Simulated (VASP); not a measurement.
# Mo (P6_3/mmc) in VASP: a series of runs, part 3 of 3

VASP 6.6.1.

**5. Single point, PBEsol (14.99 Å³/atom)**

This run uses another cell than the first one, of 14.99 Å³/atom.

INCAR

```
SYSTEM = Mo
ALGO = Normal
EDIFF = 1E-6
ENCUT = 520
GGA = PS
ISIF = 2
ISMEAR = -1
LASPH = .True.
LCHARG = .True.
LELF = .True.
LREAL = .False.
LVHAR = .True.
LWAVE = .False.
NBANDS = 21
NELM = 100
PREC = Accurate
SIGMA = 0.1
```

KPOINTS

```
k-points
0
Gamma
  15 15 8
  0 0 0
```

POSCAR

```
Mo
1.0
    2.6972330054      0.0000000000      0.0000000000
   -1.3486165027      2.3358723026      0.0000000000
    0.0000000000      0.0000000000      4.7577326903
Mo
2
Direct
    0.3333333333      0.6666666667      0.2500000000
    0.6666666667      0.3333333333      0.7500000000
```

Potentials or basis: VASP PAW PBE potentials, release 64 (Mo_sv).

Started as:

```bash
$ cat potpaw_PBE.64/Mo_sv/POTCAR > POTCAR
$ mpirun -np 1 vasp_std > vasp.out
```

OUTCAR:

```text
SYSTEM = Mo
   EDIFF = 1E-6
   ENCUT = 520
   GGA = PS
   ISIF = 2
   ISMEAR = -1
   LASPH = .True.
   LREAL = .False.
   NELM = 100
   PREC = Accurate

 ion  position               nearest neighbor table
   1  0.333  0.667  0.250-   2 2.84   2 2.84   2 2.84   2 2.84   2 2.84   2 2.84
   2  0.667  0.333  0.750-   1 2.84   1 2.84   1 2.84   1 2.84   1 2.84   1 2.84

  LATTYP: Found a hexagonal cell.
 ALAT       =     2.6972330054
 C/A-ratio  =     1.7639309176

  Lattice vectors:

 A1 = (   2.6972330054,   0.0000000000,   0.0000000000)
 A2 = (  -1.3486165027,   2.3358723026,   0.0000000000)
 A3 = (   0.0000000000,   0.0000000000,   4.7577326903)

Analysis of symmetry for initial positions (statically):
=====================================================================
 Subroutine PRICEL returns:
 Original cell was already a primitive cell.

 Routine SETGRP: Setting up the symmetry group for a
 hexagonal supercell.

 Subroutine GETGRP returns: Found 24 space group operations
 (whereof 12 operations were pure point group operations)
 out of a pool of 24 trial point group operations.

The static configuration has the point symmetry D_3d.
 The point group associated with its full space group is D_6h.

Analysis of symmetry for dynamics (positions and initial velocities):
=====================================================================
 Subroutine PRICEL returns:
 Original cell was already a primitive cell.

 Routine SETGRP: Setting up the symmetry group for a
 hexagonal supercell.

 Subroutine GETGRP returns: Found 24 space group operations
 (whereof 12 operations were pure point group operations)
 out of a pool of 24 trial point group operations.

The dynamic configuration has the point symmetry D_3d.
 The point group associated with its full space group is D_6h.

 Subroutine INISYM returns: Found 24 space group operations
 (whereof 12 operations are pure point group operations),
 and found     1 'primitive' translations

----------------------------------------------------------------------------------------

                                     Primitive cell

  volume of cell :      29.9756

  direct lattice vectors                    reciprocal lattice vectors
     2.697233005  0.000000000  0.000000000     0.370750320  0.214052797  0.000000000
    -1.348616503  2.335872303  0.000000000     0.000000000  0.428105594  0.000000000
     0.000000000  0.000000000  4.757732690     0.000000000  0.000000000  0.210184150

  length of vectors
     2.697233005  2.697233005  4.757732690     0.428105594  0.428105594  0.210184150

  position of ions in fractional coordinates (direct lattice)
     0.333333333  0.666666667  0.250000000
     0.666666667  0.333333333  0.750000000

  ion indices of the primitive-cell ions
   primitive index   ion index
                 1           1
                 2           2

----------------------------------------------------------------------------------------

 KPOINTS: k-points

Automatic generation of k-mesh.
 Grid dimensions read from file:
 generate k-points for:   15   15    8

 Generating k-lattice:

  Cartesian coordinates                     Fractional coordinates (reciprocal lattice)
     0.024716688  0.014270186  0.000000000     0.066666667  0.000000000  0.000000000
     0.000000000  0.028540373  0.000000000     0.000000000  0.066666667  0.000000000
     0.000000000  0.000000000  0.026273019     0.000000000  0.000000000  0.125000000

  Length of vectors
     0.028540373  0.028540373  0.026273019

  Shift w.r.t. Gamma in fractional coordinates (k-lattice)
     0.000000000  0.000000000  0.000000000

 Subroutine IBZKPT returns following result:
 ===========================================

 Found    135 irreducible k-points:

 Following reciprocal coordinates:
            Coordinates               Weight
  0.000000  0.000000  0.000000      1.000000
  0.066667 -0.000000  0.000000      6.000000
  0.133333 -0.000000  0.000000      6.000000
  0.200000 -0.000000  0.000000      6.000000
  0.266667 -0.000000  0.000000      6.000000
  0.333333 -0.000000  0.000000      6.000000
[... 16 lines left out ...]
  0.333333  0.200000  0.000000     12.000000
  0.400000  0.200000  0.000000      6.000000
 [... further k-points ...]
   k-points           NKPTS =    135   k-points in BZ     NKDIM =    135   number of bands    NBANDS=     21
   number of dos      NEDOS =    301   number of ions     NIONS =      2
   total plane-waves  NPLWV =  14400
   dimension x,y,z NGX =    20 NGY =   20 NGZ =   36
   dimension x,y,z NGXF=    40 NGYF=   40 NGZF=   72
   ions per type =               2
   NGX,Y,Z   is equivalent  to a cutoff of  12.33, 12.33, 12.58 a.u.
   NGXF,Y,Z  is equivalent  to a cutoff of  24.65, 24.65, 25.16 a.u.
 SYSTEM =  Mo
   PREC   = accura    normal or accurate (medium, high low for compatibility)
   ISTART =      0    job   : 0-new  1-cont  2-samecut
   ICHARG =      2    charge: 1-file 2-atom 10-const
   ISPIN  =      1    spin polarized calculation?
   LNONCOLLINEAR =      F non collinear calculations
   LSORBIT =      F    spin-orbit coupling
   LASPH  =      T    aspherical Exc in radial PAW
   ENCUT  =  520.0 eV  38.22 Ry    6.18 a.u.   5.02  5.02  8.85*2*pi/ulx,y,z
   NELM   =    100;   NELMIN=  2; NELMDL= -5     # of ELM steps
   EDIFF  = 0.1E-05   stopping-criterion for ELM
   LREAL  =      F    real-space projection
   EDIFFG = 0.1E-04   stopping-criterion for IOM
   NSW    =      0    number of steps for IOM
   IBRION =     -1    ionic relax: 0-MD 1-quasi-New 2-CG
   NFREE  =      0    steps in history (QN), initial steepest desc. (CG)
   ISIF   =      2    stress and relaxation
   ISYM   =      2    0-nonsym 1-usesym 2-fastsym
   POTIM  = 0.5000    time-step for ionic-motion
   TEBEG  =    0.0;   TEEND  =   0.0 temperature during run
   PSTRESS=    0.0 pullay stress
   NELECT =      28.0000    total number of electrons
   NUPDOWN=      -1.0000    fix difference up-down
   EMIN   =  10.00;   EMAX   =-10.00  energy-range for DOS
   EFERMI =   0.00;   METHOD = LEGACY
   ISMEAR =    -1;   SIGMA  =   0.10  broadening in eV -4-tet -1-fermi 0-gaus
   EFERMI_NEDOS =   21; number of points for ismear=-14 and -15
   IALGO  =     38    algorithm
   IMIX   =      4    mixing-type and parameters
     AMIX     =   0.40;   BMIX     =  1.00
     AMIX_MAG =   1.60;   BMIX_MAG =  1.00
  volume/ion in A,a.u.               =      14.99       101.14
  Fermi-wavevector in a.u.,A,eV,Ry     =   1.600313  3.024153 34.844550  2.561002
  Thomas-Fermi vector in A             =   2.697469
   LORBIT       =      0    0 simple, 1 ext, 2 COOP (PROOUT), +10 PAW based schemes
   GGA     = PS    functional components
   LHFCALC =     F    Hartree Fock is set to
   AEXX    =    0.0000 exact exchange contribution
   IVDW    =     0    specifies the selected vdW correction
   LEPSILON=     F    determine dielectric tensor
   LRPA    =     F    only Hartree local field effects (RPA)
 non-spin polarized calculation
  energy-cutoff  :      520.00
  volume of cell :       29.98
 maximum number of plane-waves:       831
 NGX is ok and might be reduce to    20
   NGX =  9   NGY =  9   NGZ = 17

 number of electron      28.0000005 magnetization

 Free energy of the ion-electron system (eV)
  ---------------------------------------------------
  ext. energy  EPLUGINS =         0.00000000
  ---------------------------------------------------
  free energy    TOTEN  =       -22.65547405 eV

  energy without entropy =      -22.57526995  energy(sigma->0) =      -22.61537200

 E-fermi :  12.8119     XC(G=0): -13.7462

 val. band max:       12.8052187616   @ k =   0.0667  -0.0000   0.0000
 cond. band min:      12.8295513219   @ k =   0.4000   0.2000   0.0000
 fundamental gap:      0.0243325603
 Fermi energy:        12.8118523000

 k-point     1 :       0.0000    0.0000    0.0000
  band No.  band energies     occupation
      1     -47.9165      2.00000
      2     -47.6981      2.00000
      3     -22.6494      2.00000
      4     -21.2909      2.00000
      5     -21.1453      2.00000
      6     -21.1453      2.00000
[... 13 lines left out ...]
     20      16.5218      0.00000
     21      23.5025      0.00000
[... 529 lines left out ...]
 k-point    24 :       0.4000    0.2000    0.0000
  band No.  band energies     occupation
      1     -47.5459      2.00000
      2     -47.5018      2.00000
      3     -22.5368      2.00000
      4     -22.3500      2.00000
      5     -21.8919      2.00000
      6     -21.8522      2.00000
[... 13 lines left out ...]
     20      22.1927      0.00000
     21      23.7504      0.00000

 [... further k-points ...]

------------------------ aborting loop because EDIFF is reached ----------------------------------------

  FORCE on cell =-STRESS in cart. coord.  units (eV):
  Direction    XX          YY          ZZ          XY          YZ          ZX
  --------------------------------------------------------------------------------------
  -------------------------------------------------------------------------------------
  Total        2.3710677      2.3710677      2.0407842     -0.0000000      0.0000000      0.0000000
  in kB      126.7321883    126.7321883    109.0787267     -0.0000000      0.0000000      0.0000000
  external PRESSURE =     120.8477011 kB  Pullay stress =       0.0000000 kB

 VOLUME and BASIS-vectors are now :
 -----------------------------------------------------------------------------
  energy-cutoff  :      520.00
  volume of cell :       29.98
      direct lattice vectors                 reciprocal lattice vectors
     2.697233005  0.000000000  0.000000000     0.370750320  0.214052797  0.000000000
    -1.348616503  2.335872303  0.000000000     0.000000000  0.428105594  0.000000000
     0.000000000  0.000000000  4.757732690     0.000000000  0.000000000  0.210184150

 POSITION                                       TOTAL-FORCE (eV/Angst)
 -----------------------------------------------------------------------------------
     -0.00000      1.55725      1.18943         0.000000     -0.000000      0.000000
      1.34862      0.77862      3.56830        -0.000000      0.000000      0.000000
 -----------------------------------------------------------------------------------
    total drift:                               -0.000000      0.000000     -0.000000

  FREE ENERGIE OF THE ION-ELECTRON SYSTEM (eV)
  ---------------------------------------------------
  free  energy   TOTEN  =       -22.6554740542 eV

  energy  without entropy=      -22.5752699522  energy(sigma->0) =      -22.61537200
```

stdout:

```text
POSCAR found type information on POSCAR Mo
 POSCAR found :  1 types and       2 ions
 scaLAPACK will be used
 -----------------------------------------------------------------------------
|                                                                             |
|                                                                             |
|     You enforced a specific xc type in the INCAR file but a different       |
|     I HOPE YOU KNOW WHAT YOU ARE DOING!                                     |
|                                                                             |
 -----------------------------------------------------------------------------

 LDA part: xc-table for (Slater+PW92), standard interpolation
 POSCAR, INCAR and KPOINTS ok, starting setup
 FFT: planning ... GRIDC
 FFT: planning ... GRID_SOFT
 FFT: planning ... GRID
 WAVECAR not read
 entering main loop
```

Run time: 90 s. Hardware: 1 thread of Intel Xeon 8259CL, shared host; peak memory 0.19 GiB.

What came out:

* Free energy: -22.6555 eV
* Pressure: 12.1 GPa
* Band gap on the k mesh: zero (bands 14 and 15 overlap by 2.06 eV)

Levels at points of the mesh, in eV from the Fermi level:
```csv
k point,band 11,band 12,band 13,band 14,band 15,band 16,band 17,band 18
"(0.00, 0.00, 0.00)",-1.82,-0.74,-0.74,-0.17,-0.17,0.88,1.52,1.52
"(0.00, 0.00, 0.50)",-1.97,-1.97,-0.71,-0.71,-0.71,-0.71,2.99,2.99
```

Caveat: the cell stands under pressure; the PAW data sets were made with another functional, which shifts forces and pressure a little.

**6. Summary**

| cell | k mesh | gap on the mesh (eV) | pressure (GPa) |
| --- | --- | --- | --- |
| a = 2.734, b = 2.734, c = 4.823 Å, angles 90.0, 90.0, 120.0°, 2 atoms | 13 × 13 × 7 | none | 0.5 |
| a = 2.620, b = 2.620, c = 4.622 Å, angles 90.0, 90.0, 120.0°, 2 atoms | 15 × 15 × 8 | none | 43.4 |
| a = 2.659, b = 2.659, c = 4.691 Å, angles 90.0, 90.0, 120.0°, 2 atoms | 15 × 15 × 8 | none | 26.2 |
| a = 2.697, b = 2.697, c = 4.758 Å, angles 90.0, 90.0, 120.0°, 2 atoms | 15 × 15 × 8 | none | 12.1 |

Alike in all rows: task single point; level PBEsol; potentials or basis VASP PAW PBE potentials, release 64 (Mo_sv); no spin polarisation; cutoff (eV) 520; smearing fermi-dirac 0.1 eV.

Caveats: the PAW data sets were made with another functional, which shifts forces and pressure a little; the cell stands under pressure (at least some runs); the stress differs along the axes, from 39 to 46 GPa (at least some runs).

Absolute energies hang on the potentials; compare differences alone.

The gap in the log of VASP goes by the Fermi energy; the results here count the filled bands.